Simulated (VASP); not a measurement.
# MgPb2N2 (P-3m1) in VASP: further runs

The runs below take MgPb2N2 through single point, with PBE, LDA.

All numbers are computed with VASP 6.6.1; they aren't measurements. Logs are shortened: lines on timing, memory, paths and dates and some standing lists are left out, and cuts for length are marked.

## 1. The cell of the first run

Symmetry: P-3m1, No. 164, trigonal system. Conventional cell: a = 3.392 Å, b = 3.392 Å, c = 9.235 Å, α = 90.00°, β = 90.00°, γ = 120.00°. Mg (site symmetry -3m) has 6 N at 2.34 Å within 3.1 Å. Within 3.2 Å of Pb (site symmetry 3m) lie 3 N at 2.39 Å. Within 3.1 Å of N (site symmetry 3m) lie 3 Mg at 2.34 Å and 3 Pb at 2.39 Å.

## 2. Single point, PBE

INCAR

```
SYSTEM = MgPb2N2
PREC = Accurate
ENCUT = 520
EDIFF = 1E-6
ISMEAR = 0
SIGMA = 0.1
LREAL = .FALSE.
LASPH = .TRUE.
NELM = 100
ALGO = Normal
ISIF = 2
LWAVE = .FALSE.
LCHARG = .FALSE.
GGA = PE
NBANDS = 28
```

KPOINTS

```
regular mesh
0
G
  6 6 2
  0 0 0
```

POSCAR

```
MgPb2N2
1.0
    3.3917442120      0.0000000000      0.0000000000
   -1.6958721060      2.9373366507      0.0000000000
    0.0000000000      0.0000000000      9.2349600287
Mg Pb N
1 2 2
Direct
    0.0000000000      0.0000000000      0.0000000000
    0.6666666700      0.3333333300      0.2865500000
    0.3333333300      0.6666666700      0.7134500000
    0.6666666700      0.3333333300      0.8618210000
    0.3333333300      0.6666666700      0.1381790000
```

Potentials or basis: VASP PAW PBE potentials, release 64 (Mg, Pb_d, N).

Started as:

```
> cat potpaw_PBE.64/Mg/POTCAR potpaw_PBE.64/Pb_d/POTCAR potpaw_PBE.64/N/POTCAR > POTCAR
> mpirun -np 1 vasp_std > vasp.out
```

OUTCAR:

```text
SYSTEM = MgPb2N2
   PREC = Accurate
   ENCUT = 520
   EDIFF = 1E-6
   ISMEAR = 0
   LREAL = .FALSE.
   LASPH = .TRUE.
   NELM = 100
   ISIF = 2
   GGA = PE

 ion  position               nearest neighbor table
   1  0.000  0.000  0.000-   4 2.34   5 2.34   5 2.34   4 2.34   4 2.34   5 2.34   2 3.29   3 3.29
                             3 3.29   2 3.29   3 3.29   2 3.29
   2  0.667  0.333  0.287-   5 2.39   5 2.39   5 2.39   1 3.29   1 3.29   1 3.29
   3  0.333  0.667  0.713-   4 2.39   4 2.39   4 2.39   1 3.29   1 3.29   1 3.29
   4  0.667  0.333  0.862-   1 2.34   1 2.34   1 2.34   3 2.39   3 2.39   3 2.39
   5  0.333  0.667  0.138-   1 2.34   1 2.34   1 2.34   2 2.39   2 2.39   2 2.39

  LATTYP: Found a hexagonal cell.
 ALAT       =     3.3917442120
 C/A-ratio  =     2.7227760855

  Lattice vectors:

 A1 = (   3.3917442120,   0.0000000000,   0.0000000000)
 A2 = (  -1.6958721060,   2.9373366507,   0.0000000000)
 A3 = (   0.0000000000,   0.0000000000,   9.2349600287)

Analysis of symmetry for initial positions (statically):
=====================================================================
 Subroutine PRICEL returns:
 Original cell was already a primitive cell.

 Routine SETGRP: Setting up the symmetry group for a
 hexagonal supercell.

 Subroutine GETGRP returns: Found 12 space group operations
 (whereof 12 operations were pure point group operations)
 out of a pool of 24 trial point group operations.

The static configuration has the point symmetry D_3d.

Analysis of symmetry for dynamics (positions and initial velocities):
=====================================================================
 Subroutine PRICEL returns:
 Original cell was already a primitive cell.

 Routine SETGRP: Setting up the symmetry group for a
 hexagonal supercell.

 Subroutine GETGRP returns: Found 12 space group operations
 (whereof 12 operations were pure point group operations)
 out of a pool of 24 trial point group operations.

The dynamic configuration has the point symmetry D_3d.

 Subroutine INISYM returns: Found 12 space group operations
 (whereof 12 operations are pure point group operations),
 and found     1 'primitive' translations

----------------------------------------------------------------------------------------

                                     Primitive cell

  volume of cell :      92.0051

  direct lattice vectors                    reciprocal lattice vectors
     3.391744212  0.000000000  0.000000000     0.294833554  0.170222232  0.000000000
    -1.695872106  2.937336651  0.000000000     0.000000000  0.340444463  0.000000000
     0.000000000  0.000000000  9.234960029     0.000000000  0.000000000  0.108284172

  length of vectors
     3.391744212  3.391744212  9.234960029     0.340444463  0.340444463  0.108284172

  position of ions in fractional coordinates (direct lattice)
     0.000000000  0.000000000  0.000000000
     0.666666670  0.333333330  0.286550000
     0.333333330  0.666666670  0.713450000
     0.666666670  0.333333330  0.861821000
     0.333333330  0.666666670  0.138179000

  ion indices of the primitive-cell ions
   primitive index   ion index
                 1           1
                 2           2
                 3           3
                 4           4
                 5           5

----------------------------------------------------------------------------------------

 KPOINTS: regular mesh

Automatic generation of k-mesh.
 Grid dimensions read from file:
 generate k-points for:    6    6    2

 Generating k-lattice:

  Cartesian coordinates                     Fractional coordinates (reciprocal lattice)
     0.049138926  0.028370372  0.000000000     0.166666667  0.000000000  0.000000000
     0.000000000  0.056740744  0.000000000     0.000000000  0.166666667  0.000000000
     0.000000000  0.000000000  0.054142086     0.000000000  0.000000000  0.500000000

  Length of vectors
     0.056740744  0.056740744  0.054142086

  Shift w.r.t. Gamma in fractional coordinates (k-lattice)
     0.000000000  0.000000000  0.000000000

 Subroutine IBZKPT returns following result:
 ===========================================

 Found     14 irreducible k-points:

 Following reciprocal coordinates:
            Coordinates               Weight
  0.000000  0.000000  0.000000      1.000000
  0.166667  0.000000  0.000000      6.000000
  0.333333 -0.000000  0.000000      6.000000
  0.500000 -0.000000  0.000000      3.000000
  0.166667  0.166667  0.000000      6.000000
  0.333333  0.166667  0.000000     12.000000
  0.333333  0.333333  0.000000      2.000000
  0.000000  0.000000  0.500000      1.000000
  0.166667  0.000000  0.500000      6.000000
  0.333333 -0.000000  0.500000      6.000000
  0.500000 -0.000000  0.500000      3.000000
  0.166667  0.166667  0.500000      6.000000
  0.333333  0.166667  0.500000     12.000000
  0.333333  0.333333  0.500000      2.000000
   k-points           NKPTS =     14   k-points in BZ     NKDIM =     14   number of bands    NBANDS=     28
   number of dos      NEDOS =    301   number of ions     NIONS =      5
   total plane-waves  NPLWV =  54880
   dimension x,y,z NGX =    28 NGY =   28 NGZ =   70
   dimension x,y,z NGXF=    56 NGYF=   56 NGZF=  140
   ions per type =               1   2   2
   NGX,Y,Z   is equivalent  to a cutoff of  13.72, 13.72, 12.60 a.u.
   NGXF,Y,Z  is equivalent  to a cutoff of  27.45, 27.45, 25.20 a.u.
 SYSTEM =  MgPb2N2
   PREC   = accura    normal or accurate (medium, high low for compatibility)
   ISTART =      0    job   : 0-new  1-cont  2-samecut
   ICHARG =      2    charge: 1-file 2-atom 10-const
   ISPIN  =      1    spin polarized calculation?
   LNONCOLLINEAR =      F non collinear calculations
   LSORBIT =      F    spin-orbit coupling
   LASPH  =      T    aspherical Exc in radial PAW
   ENCUT  =  520.0 eV  38.22 Ry    6.18 a.u.   6.31  6.31 17.17*2*pi/ulx,y,z
   NELM   =    100;   NELMIN=  2; NELMDL= -5     # of ELM steps
   EDIFF  = 0.1E-05   stopping-criterion for ELM
   LREAL  =      F    real-space projection
   EDIFFG = 0.1E-04   stopping-criterion for IOM
   NSW    =      0    number of steps for IOM
   IBRION =     -1    ionic relax: 0-MD 1-quasi-New 2-CG
   NFREE  =      0    steps in history (QN), initial steepest desc. (CG)
   ISIF   =      2    stress and relaxation
   ISYM   =      2    0-nonsym 1-usesym 2-fastsym
   POTIM  = 0.5000    time-step for ionic-motion
   TEBEG  =    0.0;   TEEND  =   0.0 temperature during run
   PSTRESS=    0.0 pullay stress
   NELECT =      40.0000    total number of electrons
   NUPDOWN=      -1.0000    fix difference up-down
   EMIN   =  10.00;   EMAX   =-10.00  energy-range for DOS
   EFERMI =   0.00;   METHOD = LEGACY
   ISMEAR =     0;   SIGMA  =   0.10  broadening in eV -4-tet -1-fermi 0-gaus
   EFERMI_NEDOS =   21; number of points for ismear=-14 and -15
   IALGO  =     38    algorithm
   IMIX   =      4    mixing-type and parameters
     AMIX     =   0.40;   BMIX     =  1.00
     AMIX_MAG =   1.60;   BMIX_MAG =  1.00
  volume/ion in A,a.u.               =      18.40       124.18
  Fermi-wavevector in a.u.,A,eV,Ry     =   1.240198  2.343634 20.926986  1.538090
  Thomas-Fermi vector in A             =   2.374649
   LORBIT       =      0    0 simple, 1 ext, 2 COOP (PROOUT), +10 PAW based schemes
   GGA     = PE    functional components
   LHFCALC =     F    Hartree Fock is set to
   AEXX    =    0.0000 exact exchange contribution
   IVDW    =     0    specifies the selected vdW correction
   LEPSILON=     F    determine dielectric tensor
   LRPA    =     F    only Hartree local field effects (RPA)
 non-spin polarized calculation
 Gauss-broadening in eV      SIGMA  =   0.10
  energy-cutoff  :      520.00
  volume of cell :       92.01
 maximum number of plane-waves:      2496
 NGX is ok and might be reduce to    28
   NGX = 13   NGY = 13   NGZ = 35

 number of electron      40.0000002 magnetization

 Free energy of the ion-electron system (eV)
  ---------------------------------------------------
  ext. energy  EPLUGINS =         0.00000000
  ---------------------------------------------------
  free energy    TOTEN  =       -25.02510259 eV

  energy without entropy =      -25.02510246  energy(sigma->0) =      -25.02510253

 E-fermi :   6.0459     XC(G=0): -10.0936

 val. band max:        5.7388428471   @ k =   0.0000   0.0000   0.0000
 cond. band min:       6.3534648816   @ k =   0.0000   0.0000   0.0000
 fundamental gap:      0.6146220345
 Fermi energy:         6.0458856623

 k-point     1 :       0.0000    0.0000    0.0000
  band No.  band energies     occupation
      1     -10.8716      2.00000
      2     -10.8716      2.00000
      3     -10.8709      2.00000
      4     -10.8709      2.00000
      5     -10.8475      2.00000
      6     -10.8418      2.00000
[... 20 lines left out ...]
     27      13.5742      0.00000
     28      15.2332      0.00000

 k-point     2 :       0.1667    0.0000    0.0000
  band No.  band energies     occupation
      1     -10.9520      2.00000
      2     -10.9469      2.00000
      3     -10.7882      2.00000
      4     -10.7875      2.00000
      5     -10.7736      2.00000
      6     -10.7651      2.00000
[... 20 lines left out ...]
     27      13.3932      0.00000
     28      15.0832      0.00000

 k-point     3 :       0.3333   -0.0000    0.0000
  band No.  band energies     occupation
      1     -11.1194      2.00000
      2     -11.1108      2.00000
      3     -10.8385      2.00000
      4     -10.8305      2.00000
      5     -10.6444      2.00000
      6     -10.6393      2.00000
[... 20 lines left out ...]
     27      13.1651      0.00000
     28      13.6964      0.00000

 k-point     4 :       0.5000   -0.0000    0.0000
  band No.  band energies     occupation
      1     -11.1970      2.00000
      2     -11.1954      2.00000
      3     -10.8868      2.00000
      4     -10.8777      2.00000
      5     -10.6531      2.00000
      6     -10.6443      2.00000
[... 20 lines left out ...]
     27      12.3877      0.00000
     28      14.0946      0.00000

 k-point     5 :       0.1667    0.1667    0.0000
  band No.  band energies     occupation
      1     -11.0347      2.00000
      2     -11.0236      2.00000
      3     -10.7932      2.00000
      4     -10.7878      2.00000
      5     -10.7538      2.00000
      6     -10.7526      2.00000
[... 20 lines left out ...]
     27      13.9234      0.00000
     28      14.0998      0.00000

 k-point     6 :       0.3333    0.1667    0.0000
  band No.  band energies     occupation
      1     -11.1257      2.00000
      2     -11.1201      2.00000
      3     -10.8323      2.00000
      4     -10.8256      2.00000
      5     -10.6935      2.00000
      6     -10.6836      2.00000
[... 153 lines left out ...]
      5     -10.6523      2.00000
      6     -10.6451      2.00000
[... 20 lines left out ...]
     27      12.1021      0.00000
     28      13.9400      0.00000

 k-point    12 :       0.1667    0.1667    0.5000
  band No.  band energies     occupation
      1     -11.0331      2.00000
      2     -11.0253      2.00000
      3     -10.7921      2.00000
      4     -10.7902      2.00000
      5     -10.7581      2.00000
      6     -10.7477      2.00000
[... 20 lines left out ...]
     27      13.4122      0.00000
     28      13.6638      0.00000

 k-point    13 :       0.3333    0.1667    0.5000
  band No.  band energies     occupation
      1     -11.1259      2.00000
      2     -11.1200      2.00000
      3     -10.8325      2.00000
      4     -10.8257      2.00000
      5     -10.6928      2.00000
      6     -10.6843      2.00000
[... 20 lines left out ...]
     27      12.7283      0.00000
     28      13.9302      0.00000

 k-point    14 :       0.3333    0.3333    0.5000
  band No.  band energies     occupation
      1     -11.0877      2.00000
      2     -11.0877      2.00000
      3     -10.7519      2.00000
      4     -10.7429      2.00000
      5     -10.7106      2.00000
      6     -10.7081      2.00000
[... 20 lines left out ...]
     27      13.3600      0.00000
     28      13.5968      0.00000

------------------------ aborting loop because EDIFF is reached ----------------------------------------

  FORCE on cell =-STRESS in cart. coord.  units (eV):
  Direction    XX          YY          ZZ          XY          YZ          ZX
  --------------------------------------------------------------------------------------
  -------------------------------------------------------------------------------------
  Total       -0.1757378     -0.1757378     -0.1137608     -0.0000000      0.0000000      0.0000000
  in kB       -3.0602995     -3.0602995     -1.9810318     -0.0000000      0.0000000      0.0000000
  external PRESSURE =      -2.7005436 kB  Pullay stress =       0.0000000 kB

 VOLUME and BASIS-vectors are now :
 -----------------------------------------------------------------------------
  energy-cutoff  :      520.00
  volume of cell :       92.01
      direct lattice vectors                 reciprocal lattice vectors
     3.391744212  0.000000000  0.000000000     0.294833554  0.170222232  0.000000000
    -1.695872106  2.937336651  0.000000000     0.000000000  0.340444463  0.000000000
     0.000000000  0.000000000  9.234960029     0.000000000  0.000000000  0.108284172

 POSITION                                       TOTAL-FORCE (eV/Angst)
 -----------------------------------------------------------------------------------
      0.00000      0.00000      0.00000        -0.000000      0.000000      0.000000
      1.69587      0.97911      2.64628         0.000000     -0.000000     -0.031988
     -0.00000      1.95822      6.58868         0.000000      0.000000      0.031988
      1.69587      0.97911      7.95888         0.000000     -0.000000     -0.020138
     -0.00000      1.95822      1.27608        -0.000000      0.000000      0.020138
 -----------------------------------------------------------------------------------
    total drift:                                0.000000      0.000000      0.000000

  FREE ENERGIE OF THE ION-ELECTRON SYSTEM (eV)
  ---------------------------------------------------
  free  energy   TOTEN  =       -25.0251025918 eV

  energy  without entropy=      -25.0251024627  energy(sigma->0) =      -25.02510253
```

It took 30 s on 1 thread of Intel Xeon Platinum 8488C (Sapphire Rapids), shared host; peak memory 0.23 GiB.

What came out:

```yaml
Free_energy: -25.0251 eV
Pressure: -0.3 GPa
Largest_force: 0.032 eV/Å
Band_gap_on_the_k_mesh: 0.61 eV, direct
```

Forces on the atoms (eV/Å):
```
Mg   0.000  0.000  0.000
Pb   0.000  0.000 -0.032
Pb   0.000  0.000  0.032
N    0.000  0.000 -0.020
N    0.000  0.000  0.020
```

Levels at points of the mesh, in eV from the valence-band top:
| k point | band 18 | band 19 | band 20 | band 21 | band 22 | band 23 |
| --- | --- | --- | --- | --- | --- | --- |
| (0.00, 0.00, 0.00) | -0.64 | -0.64 | 0.00 | 0.61 | 2.76 | 7.10 |
| (0.50, 0.00, 0.00) | -2.02 | -1.56 | -1.25 | 0.93 | 1.50 | 4.00 |
| (0.00, 0.00, 0.50) | -0.96 | -0.64 | -0.64 | 1.69 | 2.52 | 7.03 |
| (0.50, 0.00, 0.50) | -2.01 | -1.58 | -1.32 | 0.67 | 2.09 | 3.40 |

Caveat: spin-orbit coupling is left out, which moves the levels of the heavy elements. A k mesh can miss the band edges.

## 3. Single point, LDA

INCAR

```
SYSTEM = MgPb2N2
ALGO = Normal
EDIFF = 1E-6
ENCUT = 520
ISIF = 2
ISMEAR = 0
LASPH = .True.
LCHARG = .False.
LREAL = .False.
LWAVE = .False.
NBANDS = 28
NELM = 60
PREC = Accurate
SIGMA = 0.1
```

KPOINTS

```
k-points
0
Gamma
  6 6 2
  0 0 0
```

POSCAR

```
MgPb2N2
1.0
    3.3917442120      0.0000000000      0.0000000000
   -1.6958721060      2.9373366507      0.0000000000
    0.0000000000      0.0000000000      9.2349600287
Mg Pb N
1 2 2
Direct
    0.0000000000      0.0000000000      0.0000000000
    0.6666666667      0.3333333333      0.2865500000
    0.3333333333      0.6666666667      0.7134500000
    0.6666666667      0.3333333333      0.8618210000
    0.3333333333      0.6666666667      0.1381790000
```

Potentials or basis: VASP PAW LDA potentials, release 64 (Mg, Pb_d, N).

Started as:

```
> cat potpaw_LDA.64/Mg/POTCAR potpaw_LDA.64/Pb_d/POTCAR potpaw_LDA.64/N/POTCAR > POTCAR
> mpirun -np 1 vasp_std > vasp.out
```

Run time: 32 s. Hardware: 1 thread of Intel Xeon Platinum 8488C (Sapphire Rapids), shared host; peak memory 0.2 GiB.

The run converged. Its results:

| Item | Value |
| --- | --- |
| Free energy | -28.7434 eV |
| Pressure | -6.4 GPa |
| Largest force | 0.550 eV/Å |
| Band gap on the k mesh | 0.61 eV, direct |

Forces on the atoms (eV/Å):
```
Mg   0.000  0.000  0.000
Pb   0.000  0.000 -0.550
Pb   0.000  0.000  0.550
N    0.000  0.000 -0.236
N    0.000  0.000  0.236
```

Stress tensor (GPa, compression positive):
```
-6.75  0.00  0.00
 0.00 -6.75  0.00
 0.00  0.00 -5.64
```

Levels at points of the mesh, in eV from the valence-band top:
| k point | band 16 | band 17 | band 18 | band 19 | band 20 | band 21 | band 22 | band 23 | band 24 | band 25 |
| --- | --- | --- | --- | --- | --- | --- | --- | --- | --- | --- |
| (0.00, 0.00, 0.00) | -0.97 | -0.97 | -0.65 | -0.65 | 0.00 | 0.61 | 2.71 | 7.04 | 7.63 | 7.63 |
| (0.50, 0.00, 0.00) | -3.28 | -2.46 | -2.04 | -1.58 | -1.26 | 0.89 | 1.47 | 3.93 | 4.74 | 5.75 |
| (0.00, 0.00, 0.50) | -1.20 | -0.97 | -0.97 | -0.65 | -0.65 | 1.66 | 2.51 | 6.96 | 7.49 | 7.49 |
| (0.50, 0.00, 0.50) | -3.50 | -2.45 | -2.03 | -1.60 | -1.33 | 0.64 | 2.06 | 3.30 | 5.66 | 6.00 |

Caveat: spin-orbit coupling is left out, which moves the levels of the heavy elements. A k mesh can miss the band edges.
